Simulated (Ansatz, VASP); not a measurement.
InSe: VASP beside Ansatz

```
In Se
1.0
     3.96711    0.00000    0.00000
    -1.98355    3.43562    0.00000
     0.00000    0.00000   16.45574
In Se
4 4
Direct
  0.33333 0.66667 0.16667
  0.66667 0.33333 0.66667
  0.33333 0.66667 0.33333
  0.66667 0.33333 0.83333
  0.33333 0.66667 0.58944
  0.66667 0.33333 0.08944
  0.33333 0.66667 0.91056
  0.66667 0.33333 0.41056
```

Alike in both runs: functional LDA; k mesh 10 × 10 × 3; no spin polarisation.

Ansatz relaxed the structure, and its values are those at the end. VASP's run is a single point on that final structure, the one shown.

|  | VASP | Ansatz |
| --- | --- | --- |
| version | VASP 6.6.1 | Ansatz 0.2.0 |
| potentials or method | VASP PAW LDA potentials, release 64 (In_d, Se) | scalar-relativistic, plane waves, PAW |
| plane-wave cutoff (eV) | 520 | 420 |
| occupations | gaussian, width 0.01 eV | fixed |
| valence electrons in the cell | 76 | 116 |

```tsv
	VASP	Ansatz	Ansatz less VASP
gap on the k mesh at the Fermi level (eV)	0.29	0.28	-0.013
least direct gap on the mesh (eV)	0.29	0.28	-0.013
pressure (GPa)	0.1	0.0	-0.13
rms of the force components (eV/Å)	0.013	0.000	-0.0125
```

LDA's correlation is that of Perdew and Zunger in VASP and of Perdew and Wang (1992) in Ansatz. VASP's potentials hold 76 valence electrons a cell and Ansatz's 116, so a difference there can come from the potentials and not from the codes. Ansatz's warnings: metallic iterate.
